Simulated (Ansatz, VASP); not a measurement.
**Two plane-wave programs on Ti2HC**

```
Ti H C
1.0
     1.62058    0.93564    4.73111
    -1.62058    0.93564    4.73111
     0.00000   -1.87129    4.73111
Ti H C
2 1 1
Direct
  0.73148 0.73148 0.73148
  0.26852 0.26852 0.26852
  0.00000 0.00000 0.00000
  0.50000 0.50000 0.50000
```

Alike in both runs: task single point; functional PBEsol; k mesh 15 × 15 × 15; occupations gaussian, width 0.1 eV; no spin polarisation.

```csv
,VASP,Ansatz
version,VASP 6.6.1,Ansatz 0.2.0
potentials or method,"VASP PAW PBE potentials, release 64 (Ti_sv, H, C), cutoff 520 eV","scalar-relativistic, plane waves, PAW"
valence electrons in the cell,29,29
```

```csv
,VASP,Ansatz,Ansatz less VASP
gap on the k mesh at the Fermi level (eV),none,none,-
pressure (GPa),-18.6,-18.8,-0.13
"traceless stress, the component that is largest in VASP (GPa)",-4.57,-4.56,+0.006
rms of the force components (eV/Å),2.406,2.410,+0.0036
```

VASP's potentials were made for PBE, not for PBEsol. Atom by atom the forces differ by 0.004 eV/Å (rms over components). A gap of «none» marks a metal or a gap that the smearing closes. The functional is the same, so the differences come from potentials, cutoffs and numerics.
